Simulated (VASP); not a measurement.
The system is In2GeO3.

```
In Ge O
1.0
     4.41096    0.00000    0.00000
     0.00000    4.41096    0.00000
     0.00000    0.00000    4.90340
In Ge O
2 1 3
Direct
  0.00000 0.50000 0.50000
  0.50000 0.00000 0.50000
  0.50000 0.50000 0.50000
  0.00000 0.00000 0.71149
  0.00000 0.00000 0.28851
  0.50000 0.50000 0.00000
```

The cell was generated, and may not be a known phase.

* Program: VASP 6.6.1
* Task: relaxation of cell and atoms
* Functional: PBE
* Potentials or basis: VASP PAW PBE potentials, release 64 (In_d, Ge_d, O)
* Cutoff: 600 eV
* k mesh: 4 × 4 × 4
* Occupations: gaussian, width 0.1 eV
* Spin: no spin polarisation

At the start: pressure 25.2 GPa; volume 15.90 Å³/atom.

**Question.** Where does the relaxation end?

**Answer.** Over 9 steps the energy falls by 1022.4 meV/atom and the volume is 18.57 Å³/atom (+16.8 %); space group P4/mmm (No. 123, to 0.1 Å) before and after.

Step by step:
```csv
step,energy change (eV),largest force (eV/Å),pressure (GPa),volume (Å³)
1,0.0000,0.7789,25.19,95.40
2,-4.6898,3.1098,-9.92,129.99
3,-4.6761,2.9706,-8.60,123.64
4,-6.0684,1.8956,1.75,110.98
5,-6.0981,0.2893,-0.42,112.54
6,-6.1010,0.5560,-0.02,112.24
7,-6.1006,0.7754,0.28,112.01
8,-6.1340,0.1032,0.15,111.47
9,-6.1344,0.0207,0.13,111.39
```

Final structure:
```yaml
crystal:
  lattice:
    - [5.33971, 0.00000, 0.00000]
    - [0.00000, 5.33971, 0.00000]
    - [0.00000, 0.00000, 3.90680]
  atoms:
    - { symbol: In, position: [0.00000, 0.50000, 0.50000] }
    - { symbol: In, position: [0.50000, 0.00000, 0.50000] }
    - { symbol: Ge, position: [0.50000, 0.50000, 0.50000] }
    - { symbol: O, position: [0.00000, 0.00000, 0.68268] }
    - { symbol: O, position: [0.00000, 0.00000, 0.31732] }
    - { symbol: O, position: [0.50000, 0.50000, 0.00000] }
```

Caveat: the volume moved by over 15 % at a fixed basis, so the end points are rough.
